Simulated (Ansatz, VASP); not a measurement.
# One calculation of Mo, two programs

INCAR

```
PREC = Accurate ; ENCUT = 520
EDIFF = 1E-7 ; ISMEAR = 0
SIGMA = 0.15 ; LREAL = False
LASPH = True ; NELM = 80
ALGO = Fast ; ISIF = 2
LWAVE = False ; LCHARG = True
GGA = CA ; LELF = True
LVHAR = True ; NBANDS = 13
```

File KPOINTS:

```
regular mesh
0
Gamma
  18 18 18
```

File POSCAR:

```
Mo
1.0
    2.6944777412      0.0000000000      0.0000000000
   -1.3472388706      2.3334861739      0.0000000000
    0.0000000000      0.0000000000      2.5551807000
Mo
1
Direct
    0.0000000000      0.0000000000      0.5000000000
```

Input for Ansatz:

```yaml
crystal:
  lattice:
    - [2.6944777412, 0.0, 0.0]
    - [-1.3472388706, 2.3334861739, 0.0]
    - [0.0, 0.0, 2.5551807]
  atoms:
    - { symbol: Mo, position: [0.0, 0.0, 0.5] }
basis:
  ecutwfc: 420
kpoints:
  mp_grid: { grid: [18, 18, 18] }
hamiltonian:
  xc: lda
scf:
  occupations: { method: gaussian, width: 0.15 }
output:
  forces: true
  stress: true
  eigenvalues: true
```

Change from the starting cell: strain -0.015 along x and y, +0.000 along z, atoms carried along.

Alike in both runs: task single point; functional LDA; k mesh 18 × 18 × 18; occupations gaussian, width 0.15 eV; no spin polarisation.

|  | VASP | Ansatz |
| --- | --- | --- |
| version | VASP 6.6.1 | Ansatz 0.2.0 |
| potentials or method | VASP PAW LDA potentials, release 64 (Mo_sv), cutoff 520 eV | scalar-relativistic, plane waves, PAW |
| valence electrons in the cell | 14 | 14 |

|  | VASP | Ansatz | Ansatz less VASP |
| --- | --- | --- | --- |
| gap on the k mesh at the Fermi level (eV) | none | none | - |
| pressure (GPa) | -0.2 | -1.2 | -1.06 |
| traceless stress, the component that is largest in VASP (GPa) | -8.58 | -8.65 | -0.071 |

LDA's correlation is that of Perdew and Zunger in VASP and of Perdew and Wang (1992) in Ansatz. A gap of «none» marks a metal or a gap that the smearing closes.
